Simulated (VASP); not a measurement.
A run of VASP 6.6.1:

The input INCAR:

```
SYSTEM = Br
ALGO = Normal
EDIFF = 1E-6
EDIFFG = -0.008
ENCUT = 600
GGA = PE
IBRION = 2
ISIF = 3
ISMEAR = 0
IVDW = 12
LASPH = .TRUE.
LCHARG = .FALSE.
LREAL = .FALSE.
LWAVE = .FALSE.
NELM = 80
NSW = 70
PREC = Accurate
PSTRESS = 250.0
SIGMA = 0.02
```

The input KPOINTS:

```
k-points
0
G
  10 10 4
  0 0 0
```

POSCAR

```
Br
1.0
    2.8088760991     -1.8140966504      0.0000000000
    2.8088760991      1.8140966504      0.0000000000
    0.0000000000      0.0000000000      7.9563449523
Br
4
Direct
    0.1781539522      0.8218460478      0.1219215771
    0.6781539522      0.3218460478      0.3780784229
    0.8218460478      0.1781539522      0.8780784229
    0.3218460478      0.6781539522      0.6219215771
```

Potentials or basis: VASP PAW PBE potentials, release 64 (Br).

Run with:

```bash
$ cat potpaw_PBE.64/Br/POTCAR > POTCAR
$ mpirun -np 1 vasp_std > vasp.out
```

Hardware: 1 thread of Intel Xeon 8259CL (shared host).

**Question.** Estimate the wall time of this run.

**Answer.** Run time: 16 min on 1 thread of Intel Xeon 8259CL, with other jobs on the host, peak memory 0.32 GiB. Counts: scf iterations 72, k points 93, ion steps 11.
